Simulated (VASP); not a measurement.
Here is a VASP 6.6.1 calculation.

INCAR

```
ALGO = Normal ; EDIFF = 1E-6
ENCUT = 520 ; GGA = PE
ISIF = 2 ; ISMEAR = 0
LASPH = True ; LCHARG = False
LREAL = False ; LWAVE = False
NBANDS = 28 ; NELM = 100
PREC = Accurate ; SIGMA = 0.01
```

Contents of KPOINTS:

```
k-points
0
Gamma
  6 6 6
```

Contents of POSCAR:

```
BaTiO3
1.0
    4.0782473671      0.0000000000      0.0000000000
    0.0000000000      4.0782473671      0.0000000000
    0.0000000000      0.0000000000      4.0968043205
Ba Ti O
1 1 3
Direct
    0.0000000000      0.0000000000      0.0000000000
    0.5000000000      0.5000000000      0.4900000000
    0.5000000000      0.5000000000      0.0190000000
    0.5000000000      0.0000000000      0.5170000000
    0.0000000000      0.5000000000      0.5170000000
```

Potentials or basis: VASP PAW PBE potentials, release 64 (Ba_sv, Ti_sv, O).

Run with:

```sh
$ cat potpaw_PBE.64/Ba_sv/POTCAR potpaw_PBE.64/Ti_sv/POTCAR potpaw_PBE.64/O/POTCAR > POTCAR
$ mpirun -np 1 vasp_std > vasp.out
```

(1) Estimate the band gap on the k mesh.

(2) Predict the largest force.

(3) What does it give for the pressure?

Answers

(1) 1.65 eV, indirect (least direct gap 1.98 eV).

(2) 0.611 eV/Å.

(3) -5.0 GPa.

Caveat: spin-orbit coupling is left out, which moves the levels of the heavy elements.
